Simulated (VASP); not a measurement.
# Si16Ni (a cell with a defect) in VASP: further runs, part 2 of 2

VASP 6.6.1. Earlier steps stand in the parts before.

### Step 3. Single point, PBE

INCAR reads:

```
PREC     = Accurate       # precision mode
ENCUT    = 520            # plane-wave cutoff, eV
EDIFF    = 1E-6           # SCF threshold, eV
ISMEAR   = 0              # smearing method
SIGMA    = 0.02           # smearing width, eV
LREAL    = Auto         
LASPH    = T              # aspherical terms in the spheres
NELM     = 80             # most SCF steps
ALGO     = Normal         # electronic algorithm
ISIF     = 2              # what is computed and relaxed
LWAVE    = F              # write WAVECAR
LCHARG   = F              # write CHGCAR
GGA      = PE             # functional
NBANDS   = 51             # bands
```

KPOINTS reads:

```
Automatic mesh
0
Gamma
  2 2 2
```

POSCAR reads:

```
Si16Ni
1.0
    0.0000000000      5.4700937627     -5.4700937627
    5.4700937627      5.4700937627      0.0000000000
    5.4700937627      0.0000000000     -5.4700937627
Si Ni
16 1
Direct
    0.1420001254      0.1485033046      0.1484919702
    0.1149661281      0.6454877472      0.1217246959
    0.6389644587      0.1217389553      0.1217610756
    0.6184276992      0.6249710971      0.1235619588
    0.1151884277      0.1219184769      0.6452537476
    0.1171887591      0.6250288657      0.6249562893
    0.6185829982      0.1233869161      0.6250437649
    0.6181768808      0.6247338068      0.6249107690
    0.2454471638      0.7721560513      0.2519455899
    0.2657098878      0.2723646183      0.2721101437
    0.7418904823      0.7486444799      0.2509063938
    0.7656798369      0.2519548219      0.2519988797
    0.2441668384      0.7488697046      0.7485843347
    0.2456193730      0.2520638694      0.7720483749
    0.7432845169      0.7494875185      0.7496354136
    0.7421471507      0.2507157207      0.7486101112
    0.0229136840      0.0290751872      0.0283198071
```

Potentials or basis: VASP PAW PBE potentials, release 64 (Si, Ni).

Launch:

```console
cat potpaw_PBE.64/Si/POTCAR potpaw_PBE.64/Ni/POTCAR > POTCAR
mpirun -np 1 vasp_std > vasp.out
```

OUTCAR:

```text
PREC = Accurate
   ENCUT = 520
   EDIFF = 1E-6
   ISMEAR = 0
   LREAL = Auto
   LASPH = T
   NELM = 80
   ISIF = 2
   GGA = PE

 ion  position               nearest neighbor table
   1  0.142  0.149  0.148-  17 2.27  10 2.34  12 2.40   9 2.40  14 2.40
   2  0.115  0.645  0.122-  11 2.36  13 2.36  10 2.38   9 2.45  17 2.47
   3  0.639  0.122  0.122-  11 2.36  16 2.36  10 2.38  12 2.45  17 2.47
   4  0.618  0.625  0.124-  15 2.36   9 2.36  12 2.36  11 2.37
   5  0.115  0.122  0.645-  16 2.36  13 2.36  10 2.38  14 2.45  17 2.46
   6  0.117  0.625  0.625-  15 2.36  14 2.36   9 2.36  13 2.37
   7  0.619  0.123  0.625-  15 2.36  14 2.36  12 2.36  16 2.37
   8  0.618  0.625  0.625-  11 2.36  13 2.36  16 2.36  15 2.37
   9  0.245  0.772  0.252-   4 2.36   6 2.36   1 2.40   2 2.45  17 2.45
  10  0.266  0.272  0.272-   1 2.34   5 2.38   2 2.38   3 2.38
  11  0.742  0.749  0.251-   2 2.36   3 2.36   8 2.36   4 2.37  17 3.10
  12  0.766  0.252  0.252-   4 2.36   7 2.36   1 2.40   3 2.45  17 2.46
  13  0.244  0.749  0.749-   5 2.36   2 2.36   8 2.36   6 2.37  17 3.10
  14  0.246  0.252  0.772-   6 2.36   7 2.36   1 2.40   5 2.45  17 2.45
  15  0.743  0.749  0.750-   7 2.36   6 2.36   4 2.36   8 2.37
  16  0.742  0.251  0.749-   5 2.36   3 2.36   8 2.36   7 2.37  17 3.10
  17  0.023  0.029  0.028-   1 2.27  14 2.45   9 2.45  12 2.46   5 2.46   2 2.47   3 2.47  13 3.10
                            16 3.10  11 3.10

  LATTYP: Found a face centered cubic cell.
 ALAT       =    10.9401875254

  Lattice vectors:

 A1 = (   0.0000000000,   5.4700937627,  -5.4700937627)
 A2 = (   5.4700937627,   5.4700937627,   0.0000000000)
 A3 = (   5.4700937627,   0.0000000000,  -5.4700937627)

Analysis of symmetry for initial positions (statically):
=====================================================================
 Subroutine PRICEL returns:
 Original cell was already a primitive cell.

 Routine SETGRP: Setting up the symmetry group for a
 face centered cubic supercell.

[... 155 lines left out ...]
   LORBIT       =      0    0 simple, 1 ext, 2 COOP (PROOUT), +10 PAW based schemes
   GGA     = PE    functional components
   LHFCALC =     F    Hartree Fock is set to
   AEXX    =    0.0000 exact exchange contribution
   IVDW    =     0    specifies the selected vdW correction
   LEPSILON=     F    determine dielectric tensor
   LRPA    =     F    only Hartree local field effects (RPA)
 non-spin polarized calculation
 Gauss-broadening in eV      SIGMA  =   0.02
  energy-cutoff  :      520.00
  volume of cell :      327.35
 maximum number of plane-waves:      8824
 NGX is ok and might be reduce to    60
   NGX = 29   NGY = 29   NGZ = 29

 number of electron      74.0000006 magnetization

 Free energy of the ion-electron system (eV)
  ---------------------------------------------------
  ext. energy  EPLUGINS =         0.00000000
  ---------------------------------------------------
  free energy    TOTEN  =       -90.32742332 eV

  energy without entropy =      -90.32742332  energy(sigma->0) =      -90.32742332

 E-fermi :   6.1205     XC(G=0):  -9.5872

 val. band max:        6.0110713786   @ k =   0.0000   0.0000   0.0000
 cond. band min:       6.6689143115   @ k =   0.0000   0.0000   0.0000
 fundamental gap:      0.6578429329
 Fermi energy:         6.1205390483

 k-point     1 :       0.0000    0.0000    0.0000
  band No.  band energies     occupation
      1      -5.9452      2.00000
      2      -3.7083      2.00000
      3      -3.5824      2.00000
      4      -3.5805      2.00000
      5      -3.5799      2.00000
      6      -2.0432      2.00000
[... 405 lines left out ...]
     48      10.2393      0.00000
     49      10.2810      0.00000
 [bands above 49 left out]

------------------------ aborting loop because EDIFF is reached ----------------------------------------

  FORCE on cell =-STRESS in cart. coord.  units (eV):
  Direction    XX          YY          ZZ          XY          YZ          ZX
  --------------------------------------------------------------------------------------
  -------------------------------------------------------------------------------------
  Total        0.7583376      0.7790745      0.7592673      1.4424860     -1.4471516     -1.4429923
  in kB        3.7115804      3.8130745      3.7161305      7.0600516     -7.0828868     -7.0625298
  external PRESSURE =       3.7469285 kB  Pullay stress =       0.0000000 kB

 VOLUME and BASIS-vectors are now :
 -----------------------------------------------------------------------------
  energy-cutoff  :      520.00
  volume of cell :      327.35
      direct lattice vectors                 reciprocal lattice vectors
     0.000000000  5.470093763 -5.470093763    -0.091406111  0.091406111 -0.091406111
     5.470093763  5.470093763  0.000000000     0.091406111  0.091406111  0.091406111
     5.470093763  0.000000000 -5.470093763     0.091406111 -0.091406111 -0.091406111

 POSITION                                       TOTAL-FORCE (eV/Angst)
 -----------------------------------------------------------------------------------
      1.62459      1.58908     -1.58902        -0.000927      0.002396     -0.002402
      4.19672      4.15975     -1.29472         0.005788      0.006854     -0.019360
      1.33197      4.16112     -4.16124         0.013491      0.001993     -0.001630
      4.09455      6.80151     -4.05875         0.008899     -0.002744     -0.012238
      4.19650      1.29700     -4.15969         0.000549      0.021151     -0.001138
      6.83754      4.06000     -4.05960        -0.002473      0.007260     -0.005635
[... 9 lines left out ...]
      5.46641      5.43105     -8.15458        -0.001942     -0.008217     -0.004672
      0.31396      0.28438     -0.28025        -0.011867     -0.021945      0.015602
 -----------------------------------------------------------------------------------
    total drift:                               -0.000936     -0.003334      0.002756

  FREE ENERGIE OF THE ION-ELECTRON SYSTEM (eV)
  ---------------------------------------------------
  free  energy   TOTEN  =       -90.3274233160 eV

  energy  without entropy=      -90.3274233160  energy(sigma->0) =      -90.32742332
```

OSZICAR:

```text
N       E                     dE             d eps       ncg     rms          rms(c)
DAV:   1     0.274693881737E+03    0.27469E+03   -0.27489E+04   816   0.123E+03
DAV:   2    -0.602755278634E+02   -0.33497E+03   -0.31290E+03   877   0.223E+02
DAV:   3    -0.918161081595E+02   -0.31541E+02   -0.30253E+02  1050   0.718E+01
DAV:   4    -0.929447988627E+02   -0.11287E+01   -0.11205E+01  1016   0.144E+01
DAV:   5    -0.929932687249E+02   -0.48470E-01   -0.48430E-01  1160   0.276E+00    0.194E+01
DAV:   6    -0.997909293496E+02   -0.67977E+01   -0.10116E+02  1120   0.105E+02    0.328E+01
DAV:   7    -0.912511047901E+02    0.85398E+01   -0.24531E+01  1069   0.765E+01    0.132E+01
DAV:   8    -0.906858368173E+02    0.56527E+00   -0.18716E+01  1288   0.547E+01    0.902E+00
DAV:   9    -0.903163490672E+02    0.36949E+00   -0.38127E+00  1208   0.174E+01    0.195E+00
DAV:  10    -0.903404410594E+02   -0.24092E-01   -0.20702E-01  1040   0.195E+00    0.164E+00
DAV:  11    -0.903278818308E+02    0.12559E-01   -0.32814E-02  1320   0.224E+00    0.557E-01
DAV:  12    -0.903272151750E+02    0.66666E-03   -0.18999E-02  1245   0.118E+00    0.127E-01
DAV:  13    -0.903273827736E+02   -0.16760E-03   -0.28703E-03  1040   0.327E-01    0.103E-01
DAV:  14    -0.903274097494E+02   -0.26976E-04   -0.50542E-04  1202   0.254E-01    0.448E-02
DAV:  15    -0.903274210787E+02   -0.11329E-04   -0.11518E-04  1232   0.119E-01    0.184E-02
DAV:  16    -0.903274225902E+02   -0.15115E-05   -0.26943E-05  1229   0.512E-02    0.849E-03
DAV:  17    -0.903274233160E+02   -0.72574E-06   -0.42359E-06   992   0.853E-03
   1 F= -.90327423E+02 E0= -.90327423E+02  d E =-.171741E-15
```

Run time: 2.9 min. Hardware: 1 thread of Intel Xeon 6975P-C (Granite Rapids), shared host; peak memory 0.49 GiB.

What came out:

| Property | Result |
| --- | --- |
| Free energy | -90.3274 eV |
| Pressure | 0.4 GPa |
| Largest force | 0.029 eV/Å |
| Band gap on the k mesh | 0.66 eV |

Forces in eV/Å, atoms in the order of the input:
```
Si  -0.001  0.002 -0.002
Si   0.006  0.007 -0.019
Si   0.013  0.002 -0.002
Si   0.009 -0.003 -0.012
Si   0.001  0.021 -0.001
Si  -0.002  0.007 -0.006
Si   0.008  0.013  0.006
Si  -0.002  0.001  0.002
Si  -0.001 -0.001  0.005
Si  -0.012 -0.006  0.006
Si  -0.007  0.006  0.006
Si  -0.003 -0.002  0.001
Si   0.004 -0.012  0.005
Si  -0.001 -0.002 -0.001
Si   0.002 -0.003  0.003
Si  -0.002 -0.008 -0.005
Ni  -0.012 -0.022  0.016
```

Caveat: the k points lie up to 0.50 Å⁻¹ apart. Spin polarisation is off, so any magnetic state and its effect on volume and gap are missing.

### Step 4. Single point, PBE, collinear spin, ferromagnetic start (with an interstitial atom, then relaxed in part)

INCAR reads:

```
ALGO = Normal
EDIFF = 1E-7
ENCUT = 520
GGA = PE
ISIF = 2
ISMEAR = 0
ISPIN = 2
LASPH = True
LCHARG = False
LMAXMIX = 4
LORBIT = 11
LREAL = Auto
LWAVE = False
MAGMOM = 0 0 0 0 0 0 0 0 0 0 0 0 0 0 0 0 2
NBANDS = 55
NELM = 150
PREC = Accurate
SIGMA = 0.02
```

KPOINTS reads:

```
k-points
0
Gamma
  2 2 2
```

POSCAR reads:

```
Si16Ni
1.0
    0.0000000000      5.4700937627     -5.4700937627
    5.4700937627      5.4700937627      0.0000000000
    5.4700937627      0.0000000000     -5.4700937627
Si Ni
16 1
Direct
    0.1296125232      0.1158393848      0.1161171730
    0.1297164011      0.6393321403      0.1162965538
    0.5730816125      0.1425702970      0.1428814133
    0.6450634081      0.6191219915      0.1177650826
    0.1298984912      0.1158030799      0.6398658453
    0.1442556003      0.6189890826      0.6191118628
    0.6451163224      0.1176402654      0.6193492666
    0.6449030812      0.6190346348      0.6194069796
    0.2706040500      0.7426885077      0.2450937980
    0.2018923554      0.2661884799      0.2667427974
    0.7423453549      0.7661267047      0.2464420507
    0.7424435327      0.2460772408      0.2463328533
    0.2704561421      0.7426626539      0.7432478194
    0.2706356828      0.2449846786      0.7430225528
    0.7696695700      0.7437136752      0.7438656168
    0.7425283545      0.2460238703      0.7665341500
   -0.0682315918      0.0223980983      0.0234533000
```

Launch:

```console
cat potpaw_PBE.64/Si/POTCAR potpaw_PBE.64/Ni/POTCAR > POTCAR
mpirun -np 1 vasp_std > vasp.out
```

Run time: 6 min. Hardware: 1 thread of Intel Xeon 6975P-C (Granite Rapids), shared host; peak memory 0.72 GiB.

Results (log left out):

| Quantity | Value |
| --- | --- |
| Free energy | -90.3273 eV |
| Pressure | 0.4 GPa |
| Largest force | 0.029 eV/Å |
| Band gap on the k mesh | 0.66 eV |
| Net moment | 0.00 μB per cell |
| Valence electrons inside the program's atomic spheres | Si 1.67, 1.68, 1.66, 1.69 (each value once); Ni 9.44 |

Forces in eV/Å, atoms in the order of the input:
```
Si   0.013 -0.002  0.002
Si   0.001 -0.019  0.003
Si   0.002 -0.002  0.002
Si   0.008 -0.012 -0.004
Si   0.006 -0.008  0.017
Si  -0.001  0.000 -0.002
Si   0.009  0.001  0.011
Si  -0.003 -0.008  0.006
Si  -0.002  0.009  0.005
Si  -0.011  0.006 -0.007
Si  -0.003  0.002  0.000
Si  -0.004  0.002 -0.002
Si   0.002  0.011 -0.004
Si  -0.007 -0.006 -0.006
Si   0.003  0.002 -0.001
Si  -0.003  0.002 -0.004
Ni  -0.012  0.022 -0.015
```

Stress tensor (GPa, compression positive):
```
 0.38 -0.71  0.71
-0.71  0.40 -0.71
 0.71 -0.71  0.39
```

Levels at points of the mesh, in eV from the valence-band top:
Spin up:
| k point | band 34 | band 35 | band 36 | band 37 | band 38 | band 39 | band 40 | band 41 |
| --- | --- | --- | --- | --- | --- | --- | --- | --- |
| (0.00, 0.00, 0.00) | -0.32 | -0.32 | 0.00 | 0.00 | 0.66 | 0.83 | 0.83 | 0.88 |
| (0.50, 0.00, 0.00) | -0.61 | -0.61 | -0.14 | -0.14 | 0.68 | 1.47 | 1.47 | 1.64 |
| (0.00, 0.50, 0.00) | -0.72 | -0.48 | -0.30 | -0.24 | 1.02 | 1.29 | 1.48 | 1.59 |
| (0.00, 0.00, 0.50) | -0.72 | -0.48 | -0.29 | -0.24 | 1.02 | 1.29 | 1.48 | 1.59 |
| (0.50, 0.50, 0.50) | -0.72 | -0.49 | -0.29 | -0.24 | 1.01 | 1.29 | 1.48 | 1.59 |
| (0.50, 0.50, 0.00) | -1.19 | -0.88 | -0.75 | -0.22 | 0.98 | 1.32 | 2.18 | 2.20 |
| (0.00, 0.50, 0.50) | -1.19 | -0.88 | -0.76 | -0.22 | 0.98 | 1.32 | 2.18 | 2.20 |
| (0.50, 0.00, 0.50) | -1.19 | -0.88 | -0.75 | -0.22 | 0.98 | 1.32 | 2.18 | 2.20 |
Spin down:
```csv
k point,band 34,band 35,band 36,band 37,band 38,band 39,band 40,band 41
"(0.00, 0.00, 0.00)",-0.32,-0.32,0.00,0.00,0.66,0.83,0.83,0.88
"(0.50, 0.00, 0.00)",-0.61,-0.61,-0.14,-0.14,0.68,1.47,1.47,1.64
"(0.00, 0.50, 0.00)",-0.72,-0.48,-0.30,-0.24,1.02,1.29,1.48,1.59
"(0.00, 0.00, 0.50)",-0.72,-0.48,-0.29,-0.24,1.02,1.29,1.48,1.59
"(0.50, 0.50, 0.50)",-0.72,-0.49,-0.29,-0.24,1.01,1.29,1.48,1.59
"(0.50, 0.50, 0.00)",-1.19,-0.88,-0.75,-0.22,0.98,1.32,2.18,2.20
"(0.00, 0.50, 0.50)",-1.19,-0.88,-0.76,-0.22,0.98,1.32,2.18,2.20
"(0.50, 0.00, 0.50)",-1.19,-0.88,-0.75,-0.22,0.98,1.32,2.18,2.20
```

Caveat: the k points lie up to 0.50 Å⁻¹ apart; the cell differs from its parent crystal (with an interstitial atom, then relaxed in part).
